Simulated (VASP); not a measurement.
# BiRu (rocksalt type) (Fm-3m) in VASP: a series of runs

BiRu (rocksalt type) is run at these levels: PBE; tasks: single point.

All numbers are computed with VASP 6.6.1; they aren't measurements. Logs are shortened: lines on timing, memory, paths and dates and some standing lists are left out, and cuts for length are marked.

## Step 1: The cell of the first run

Symmetry: Fm-3m, No. 225, cubic system. Conventional cell: a = 5.437 Å, b = 5.437 Å, c = 5.437 Å, α = 90.00°, β = 90.00°, γ = 90.00°. Ru (site symmetry m-3m) has 6 Bi at 2.72 Å within 3.6 Å. Bi (site symmetry m-3m) has 6 Ru at 2.72 Å within 3.6 Å.

## Step 2: Single point, PBE (volume scaled by 0.9405)

Input file INCAR:

```
SYSTEM = BiRu
PREC = Accurate ; ENCUT = 520
EDIFF = 1E-6 ; ISMEAR = -1
SIGMA = 0.05 ; LREAL = .False.
LASPH = .True. ; NELM = 80
ALGO = Normal ; ISIF = 2
LWAVE = .False. ; LCHARG = .False.
GGA = PE ; NBANDS = 22
```

Input file KPOINTS:

```
regular mesh
0
Gamma
  10 10 10
  0 0 0
```

Input file POSCAR:

```
BiRu
1.0
    0.0000000000      2.7185795614      2.7185795614
    2.7185795614      0.0000000000      2.7185795614
    2.7185795614      2.7185795614      0.0000000000
Ru Bi
1 1
Direct
    0.0000000000      0.0000000000      0.0000000000
    0.5000000000      0.5000000000      0.5000000000
```

Potentials or basis: VASP PAW PBE potentials, release 64 (Ru_pv, Bi_d).

Launch:

```console
cat potpaw_PBE.64/Ru_pv/POTCAR potpaw_PBE.64/Bi_d/POTCAR > POTCAR
mpirun -np 1 vasp_std > vasp.out
```

OUTCAR:

```text
SYSTEM = BiRu
   PREC = Accurate
   ENCUT = 520
   EDIFF = 1E-6
   ISMEAR = -1
   LREAL = .False.
   LASPH = .True.
   NELM = 80
   ISIF = 2
   GGA = PE

 ion  position               nearest neighbor table
   1  0.000  0.000  0.000-   2 2.72   2 2.72   2 2.72   2 2.72   2 2.72   2 2.72
   2  0.500  0.500  0.500-   1 2.72   1 2.72   1 2.72   1 2.72   1 2.72   1 2.72

  LATTYP: Found a face centered cubic cell.
 ALAT       =     5.4371591228

  Lattice vectors:

 A1 = (   0.0000000000,   2.7185795614,   2.7185795614)
 A2 = (   2.7185795614,   0.0000000000,   2.7185795614)
 A3 = (   2.7185795614,   2.7185795614,   0.0000000000)

Analysis of symmetry for initial positions (statically):
=====================================================================
 Subroutine PRICEL returns:
 Original cell was already a primitive cell.

 Routine SETGRP: Setting up the symmetry group for a
 face centered cubic supercell.

 Subroutine GETGRP returns: Found 48 space group operations
 (whereof 48 operations were pure point group operations)
 out of a pool of 48 trial point group operations.

The static configuration has the point symmetry O_h .

Analysis of symmetry for dynamics (positions and initial velocities):
=====================================================================
 Subroutine PRICEL returns:
 Original cell was already a primitive cell.

 Routine SETGRP: Setting up the symmetry group for a
 face centered cubic supercell.

 Subroutine GETGRP returns: Found 48 space group operations
 (whereof 48 operations were pure point group operations)
 out of a pool of 48 trial point group operations.

The dynamic configuration has the point symmetry O_h .

 Subroutine INISYM returns: Found 48 space group operations
 (whereof 48 operations are pure point group operations),
 and found     1 'primitive' translations

----------------------------------------------------------------------------------------

                                     Primitive cell

  volume of cell :      40.1843

  direct lattice vectors                    reciprocal lattice vectors
     0.000000000  2.718579561  2.718579561    -0.183919576  0.183919576  0.183919576
     2.718579561  0.000000000  2.718579561     0.183919576 -0.183919576  0.183919576
     2.718579561  2.718579561  0.000000000     0.183919576  0.183919576 -0.183919576

  length of vectors
[... 77 lines left out ...]
   LNONCOLLINEAR =      F non collinear calculations
   LSORBIT =      F    spin-orbit coupling
   LASPH  =      T    aspherical Exc in radial PAW
   ENCUT  =  520.0 eV  38.22 Ry    6.18 a.u.   7.15  7.15  7.15*2*pi/ulx,y,z
   NELM   =     80;   NELMIN=  2; NELMDL= -5     # of ELM steps
   EDIFF  = 0.1E-05   stopping-criterion for ELM
   LREAL  =      F    real-space projection
   EDIFFG = 0.1E-04   stopping-criterion for IOM
   NSW    =      0    number of steps for IOM
   IBRION =     -1    ionic relax: 0-MD 1-quasi-New 2-CG
   NFREE  =      0    steps in history (QN), initial steepest desc. (CG)
   ISIF   =      2    stress and relaxation
   ISYM   =      2    0-nonsym 1-usesym 2-fastsym
   POTIM  = 0.5000    time-step for ionic-motion
   TEBEG  =    0.0;   TEEND  =   0.0 temperature during run
   PSTRESS=    0.0 pullay stress
   NELECT =      29.0000    total number of electrons
   NUPDOWN=      -1.0000    fix difference up-down
   EMIN   =  10.00;   EMAX   =-10.00  energy-range for DOS
   EFERMI =   0.00;   METHOD = LEGACY
   ISMEAR =    -1;   SIGMA  =   0.05  broadening in eV -4-tet -1-fermi 0-gaus
   EFERMI_NEDOS =   21; number of points for ismear=-14 and -15
   IALGO  =     38    algorithm
   IMIX   =      4    mixing-type and parameters
     AMIX     =   0.40;   BMIX     =  1.00
     AMIX_MAG =   1.60;   BMIX_MAG =  1.00
  volume/ion in A,a.u.               =      20.09       135.59
  Fermi-wavevector in a.u.,A,eV,Ry     =   1.468437  2.774944 29.338359  2.156309
  Thomas-Fermi vector in A             =   2.583935
   LORBIT       =      0    0 simple, 1 ext, 2 COOP (PROOUT), +10 PAW based schemes
   GGA     = PE    functional components
   LHFCALC =     F    Hartree Fock is set to
   AEXX    =    0.0000 exact exchange contribution
   IVDW    =     0    specifies the selected vdW correction
   LEPSILON=     F    determine dielectric tensor
   LRPA    =     F    only Hartree local field effects (RPA)
 non-spin polarized calculation
  energy-cutoff  :      520.00
  volume of cell :       40.18
 maximum number of plane-waves:      1106
 NGX is ok and might be reduce to    30
   NGX = 15   NGY = 15   NGZ = 15

 number of electron      28.9999997 magnetization

 Free energy of the ion-electron system (eV)
  ---------------------------------------------------
  ext. energy  EPLUGINS =         0.00000000
  ---------------------------------------------------
  free energy    TOTEN  =       -11.55209319 eV

  energy without entropy =      -11.53537523  energy(sigma->0) =      -11.54373421

 E-fermi :  10.4805     XC(G=0): -12.0396

 val. band max:       10.4303589251   @ k =  -0.3000   0.1000   0.0000
 cond. band min:      10.4849731428   @ k =  -0.3000   0.3000   0.1000
 fundamental gap:      0.0546142177
 Fermi energy:        10.4805279260

 k-point     1 :       0.0000    0.0000    0.0000
  band No.  band energies     occupation
      1     -31.4004      2.00000
      2     -31.4004      2.00000
      3     -31.4004      2.00000
      4     -12.5131      2.00000
      5     -12.5131      2.00000
      6     -12.4288      2.00000
[... 589 lines left out ...]
     21      22.7118      0.00000
     22      23.1212      0.00000

 [... further k-points ...]

------------------------ aborting loop because EDIFF is reached ----------------------------------------

  FORCE on cell =-STRESS in cart. coord.  units (eV):
  Direction    XX          YY          ZZ          XY          YZ          ZX
  --------------------------------------------------------------------------------------
  -------------------------------------------------------------------------------------
  Total        2.0540149      2.0540149      2.0540149      0.0000000      0.0000000     -0.0000000
  in kB       81.8951236     81.8951236     81.8951236      0.0000000      0.0000000     -0.0000000
  external PRESSURE =      81.8951236 kB  Pullay stress =       0.0000000 kB

 VOLUME and BASIS-vectors are now :
 -----------------------------------------------------------------------------
  energy-cutoff  :      520.00
  volume of cell :       40.18
      direct lattice vectors                 reciprocal lattice vectors
     0.000000000  2.718579561  2.718579561    -0.183919576  0.183919576  0.183919576
     2.718579561  0.000000000  2.718579561     0.183919576 -0.183919576  0.183919576
     2.718579561  2.718579561  0.000000000     0.183919576  0.183919576 -0.183919576

 POSITION                                       TOTAL-FORCE (eV/Angst)
 -----------------------------------------------------------------------------------
      0.00000      0.00000      0.00000         0.000000      0.000000      0.000000
      2.71858      2.71858      2.71858         0.000000      0.000000     -0.000000
 -----------------------------------------------------------------------------------
    total drift:                                0.000000      0.000000      0.000000

  FREE ENERGIE OF THE ION-ELECTRON SYSTEM (eV)
  ---------------------------------------------------
  free  energy   TOTEN  =       -11.5520931916 eV

  energy  without entropy=      -11.5353752340  energy(sigma->0) =      -11.54373421
```

OSZICAR:

```text
N       E                     dE             d eps       ncg     rms          rms(c)
DAV:   1     0.306469255181E+03    0.30647E+03   -0.15844E+04  2092   0.163E+03
DAV:   2     0.524033179745E+01   -0.30123E+03   -0.29135E+03  2092   0.463E+02
DAV:   3    -0.112376177311E+02   -0.16478E+02   -0.16216E+02  2526   0.112E+02
DAV:   4    -0.116534537297E+02   -0.41584E+00   -0.41562E+00  2604   0.178E+01
DAV:   5    -0.116646191776E+02   -0.11165E-01   -0.11162E-01  2742   0.294E+00    0.722E+00
DAV:   6    -0.115720803590E+02    0.92539E-01   -0.13861E-01  2674   0.427E+00    0.376E+00
DAV:   7    -0.115554635168E+02    0.16617E-01   -0.82051E-02  2534   0.275E+00    0.131E+00
DAV:   8    -0.115525501191E+02    0.29134E-02   -0.22202E-02  2548   0.108E+00    0.238E-01
DAV:   9    -0.115520844570E+02    0.46566E-03   -0.24226E-03  2512   0.574E-01    0.302E-02
DAV:  10    -0.115520889915E+02   -0.45345E-05   -0.50629E-05  2894   0.803E-02    0.141E-02
DAV:  11    -0.115520932199E+02   -0.42284E-05   -0.52108E-06  2440   0.191E-02    0.191E-03
DAV:  12    -0.115520931916E+02    0.28270E-07   -0.21266E-07  1658   0.492E-03
   1 F= -.11552093E+02 E0= -.11543734E+02  d E =-.167180E-01
```

Run time: 24 s. Hardware: 1 thread of Intel Xeon Platinum 8488C (Sapphire Rapids), shared host; peak memory 0.19 GiB.

What came out:

```
Free energy : -11.5521 eV
Pressure    : 8.2 GPa
```

Levels at points of the mesh, in eV from the Fermi level:
```csv
k point,band 12,band 13,band 14,band 15,band 16,band 17
"(0.00, 0.00, 0.00)",-1.69,-1.30,-1.30,2.22,2.22,2.22
"(0.50, 0.00, 0.00)",-3.62,-0.91,-0.91,-0.19,4.56,6.15
"(0.50, 0.50, 0.00)",-0.90,-0.90,-0.88,-0.46,-0.46,0.78
```

Caveat: the cell differs from its parent crystal (volume scaled by 0.9405); spin-orbit coupling is left out, which moves the levels of the heavy elements.

## Step 3: Single point, PBE (volume scaled by 0.97)

Input file INCAR:

```
SYSTEM = BiRu
PREC = Accurate
ENCUT = 520
EDIFF = 1E-6
ISMEAR = -1
SIGMA = 0.05
LREAL = .False.
LASPH = .True.
NELM = 100
ALGO = Normal
ISIF = 2
LWAVE = .False.
LCHARG = .True.
GGA = PE
LELF = .True.
LVHAR = .True.
NBANDS = 22
```

Input file KPOINTS:

```
Automatic mesh
0
Gamma
  10 10 10
  0 0 0
```

Input file POSCAR:

```
BiRu
1.0
    0.0000000000      2.7467113722      2.7467113722
    2.7467113722      0.0000000000      2.7467113722
    2.7467113722      2.7467113722      0.0000000000
Ru Bi
1 1
Direct
    0.0000000000      0.0000000000      0.0000000000
    0.5000000000      0.5000000000      0.5000000000
```

Potentials or basis: VASP PAW PBE potentials, release 64 (Ru_pv, Bi_d).

Launch:

```console
cat potpaw_PBE.64/Ru_pv/POTCAR potpaw_PBE.64/Bi_d/POTCAR > POTCAR
mpirun -np 1 vasp_std > vasp.out
```

Run time: 26 s. Hardware: 1 thread of Intel Xeon Platinum 8488C (Sapphire Rapids), shared host; peak memory 0.19 GiB.

The run converged. Its results:

* Free energy: -11.5997 eV
* Pressure: 3.8 GPa

Levels at points of the mesh, in eV from the Fermi level:
```csv
k point,band 12,band 13,band 14,band 15,band 16,band 17
"(0.00, 0.00, 0.00)",-1.59,-1.24,-1.24,2.14,2.14,2.14
"(0.50, 0.00, 0.00)",-3.47,-0.84,-0.84,-0.17,4.49,5.92
"(0.50, 0.50, 0.00)",-0.87,-0.87,-0.84,-0.42,-0.42,0.72
```

Caveat: the cell differs from its parent crystal (volume scaled by 0.97); spin-orbit coupling is left out, which moves the levels of the heavy elements.

## Step 4: Single point, PBE

This run uses another cell than the first one, of 21.36 Å³/atom, 1.063 times its volume.

Input file INCAR:

```
SYSTEM = BiRu
ALGO = Normal
EDIFF = 1E-7
ENCUT = 520
GGA = PE
ISIF = 2
ISMEAR = -1
LASPH = .True.
LCHARG = .False.
LREAL = .False.
LWAVE = .False.
NBANDS = 22
NELM = 60
PREC = Accurate
SIGMA = 0.05
```

Input file KPOINTS:

```
k-points
0
Gamma
  10 10 10
  0 0 0
```

Input file POSCAR:

```
BiRu
1.0
    0.0000000000      2.7747409752      2.7747409752
    2.7747409752      0.0000000000      2.7747409752
    2.7747409752      2.7747409752      0.0000000000
Ru Bi
1 1
Direct
    0.0000000000      0.0000000000      0.0000000000
    0.5000000000      0.5000000000      0.5000000000
```

Potentials or basis: VASP PAW PBE potentials, release 64 (Ru_pv, Bi_d).

Launch:

```console
cat potpaw_PBE.64/Ru_pv/POTCAR potpaw_PBE.64/Bi_d/POTCAR > POTCAR
mpirun -np 1 vasp_std > vasp.out
```

OUTCAR:

```text
SYSTEM = BiRu
   EDIFF = 1E-7
   ENCUT = 520
   GGA = PE
   ISIF = 2
   ISMEAR = -1
   LASPH = .True.
   LREAL = .False.
   NELM = 60
   PREC = Accurate

 ion  position               nearest neighbor table
   1  0.000  0.000  0.000-   2 2.77   2 2.77   2 2.77   2 2.77   2 2.77   2 2.77
   2  0.500  0.500  0.500-   1 2.77   1 2.77   1 2.77   1 2.77   1 2.77   1 2.77

  LATTYP: Found a face centered cubic cell.
 ALAT       =     5.5494819504

  Lattice vectors:

 A1 = (   0.0000000000,   2.7747409752,   2.7747409752)
 A2 = (   2.7747409752,   0.0000000000,   2.7747409752)
[... 189 lines left out ...]
      5     -13.3064      2.00000
      6     -13.2376      2.00000
[... 589 lines left out ...]
     21      21.4320      0.00000
     22      22.2254      0.00000

 [... further k-points ...]
[... 5 lines left out ...]
  --------------------------------------------------------------------------------------
  -------------------------------------------------------------------------------------
  Total        0.0132543      0.0132543      0.0132543     -0.0000000     -0.0000000      0.0000000
  in kB        0.4970154      0.4970154      0.4970154     -0.0000000     -0.0000000      0.0000000
  external PRESSURE =       0.4970154 kB  Pullay stress =       0.0000000 kB

 VOLUME and BASIS-vectors are now :
 -----------------------------------------------------------------------------
  energy-cutoff  :      520.00
  volume of cell :       42.73
      direct lattice vectors                 reciprocal lattice vectors
     0.000000000  2.774740975  2.774740975    -0.180197000  0.180197000  0.180197000
     2.774740975  0.000000000  2.774740975     0.180197000 -0.180197000  0.180197000
     2.774740975  2.774740975  0.000000000     0.180197000  0.180197000 -0.180197000

 POSITION                                       TOTAL-FORCE (eV/Angst)
 -----------------------------------------------------------------------------------
      0.00000      0.00000      0.00000         0.000000      0.000000      0.000000
      2.77474      2.77474      2.77474        -0.000000     -0.000000     -0.000000
 -----------------------------------------------------------------------------------
    total drift:                                0.000000      0.000000      0.000000

  FREE ENERGIE OF THE ION-ELECTRON SYSTEM (eV)
  ---------------------------------------------------
  free  energy   TOTEN  =       -11.6155912532 eV

  energy  without entropy=      -11.5954460213  energy(sigma->0) =      -11.60551864
```

Run time: 25 s. Hardware: 1 thread of Intel Xeon Platinum 8488C (Sapphire Rapids), shared host; peak memory 0.19 GiB.

What came out:

| Quantity | Value |
| --- | --- |
| Free energy | -11.6156 eV |
| Pressure | 0.0 GPa |

Levels at points of the mesh, in eV from the Fermi level:
| k point | band 10 | band 11 | band 12 | band 13 | band 14 | band 15 | band 16 | band 17 | band 18 | band 19 |
| --- | --- | --- | --- | --- | --- | --- | --- | --- | --- | --- |
| (0.00, 0.00, 0.00) | -1.50 | -1.50 | -1.50 | -1.19 | -1.19 | 2.06 | 2.06 | 2.06 | 5.24 | 7.50 |
| (0.50, 0.00, 0.00) | -5.82 | -3.33 | -3.33 | -0.78 | -0.78 | -0.15 | 4.43 | 5.71 | 5.71 | 7.07 |
| (0.50, 0.50, 0.00) | -4.19 | -2.38 | -0.83 | -0.83 | -0.81 | -0.39 | -0.39 | 0.66 | 3.00 | 8.10 |

Caveat: spin-orbit coupling is left out, which moves the levels of the heavy elements.

## Step 5: Summary

| cell | gap on the mesh (eV) | pressure (GPa) |
| --- | --- | --- |
| a = 3.845 Å, angles 60.0°, 2 atoms | none | 8.2 |
| a = 3.884 Å, angles 60.0°, 2 atoms | none | 3.8 |
| a = 3.924 Å, angles 60.0°, 2 atoms | none | 0.0 |

Alike in all rows: task single point; level PBE; potentials or basis VASP PAW PBE potentials, release 64 (Ru_pv, Bi_d); no spin polarisation; k mesh 10 × 10 × 10; cutoff (eV) 520; smearing fermi-dirac 0.05 eV.

Caveats: spin-orbit coupling is left out, which moves the levels of the heavy elements.

Total energies depend on the potentials used, so only differences within one code and one set of settings carry meaning.
